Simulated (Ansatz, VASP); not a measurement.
**PtS2 in VASP and in Ansatz**

INCAR

```
SYSTEM = PtS2
ALGO = Normal
EDIFF = 1E-6
ENCUT = 520
GGA = PE
ISIF = 2
ISMEAR = 0
LASPH = .True.
LCHARG = .False.
LREAL = .False.
LWAVE = .False.
NBANDS = 18
NELM = 80
PREC = Accurate
SIGMA = 0.05
```

KPOINTS

```
k-points
0
Gamma
  12 12 8
  0 0 0
```

File POSCAR:

```
PtS2
1.0
    3.5431994758      0.0000000000      0.0000000000
   -1.7715997379      3.0685007567      0.0000000000
    0.0000000000      0.0000000000      5.0388000000
Pt S
1 2
Direct
    0.0000000000      0.0000000000      0.0000000000
    0.3094763795      0.7318450765      0.2500000000
    0.6666666667      0.3333333333      0.7500000000
```

Input for Ansatz:

```yaml
crystal:
  lattice:
    - [3.5431994758, 0.0, 0.0]
    - [-1.7715997379, 3.0685007567, 0.0]
    - [0.0, 0.0, 5.0388]
  atoms:
    - { symbol: Pt, position: [0.0, 0.0, 0.0] }
    - { symbol: S, position: [0.3094763795, 0.7318450765, 0.25] }
    - { symbol: S, position: [0.6666666667, 0.3333333333, 0.75] }
basis:
  ecutwfc: 420
kpoints:
  mp_grid: { grid: [12, 12, 8] }
hamiltonian:
  xc: pbe
scf:
  occupations: { method: gaussian, width: 0.05 }
output:
  forces: true
  stress: true
  eigenvalues: true
```

Alike in both runs: task single point; functional PBE; k mesh 12 × 12 × 8; occupations gaussian, width 0.05 eV; no spin polarisation.

|  | VASP | Ansatz |
| --- | --- | --- |
| version | VASP 6.6.1 | Ansatz 0.2.0 |
| potentials or method | VASP PAW PBE potentials, release 64 (Pt, S), cutoff 520 eV | scalar-relativistic, plane waves, PAW |
| valence electrons in the cell | 22 | 30 |

Ansatz gave:

```
gap on the k mesh at the Fermi level (eV)                     : 0.32
least direct gap on the mesh (eV)                             : 0.47
pressure (GPa)                                                : 6.0
traceless stress, the component that is largest in VASP (GPa) : 9.01
rms of the force components (eV/Å)                            : 1.429
```

What did VASP give for the same quantities?

gap on the k mesh at the Fermi level (eV): 0.32; least direct gap on the mesh (eV): 0.47; pressure (GPa): 5.6; traceless stress, the component that is largest in VASP (GPa): 8.97; rms of the force components (eV/Å): 1.425.

Atom by atom the forces differ by 0.019 eV/Å (rms over components). VASP's potentials hold 22 valence electrons a cell and Ansatz's 30, so a difference there can come from the potentials and not from the codes.

Spin-orbit coupling is off throughout.
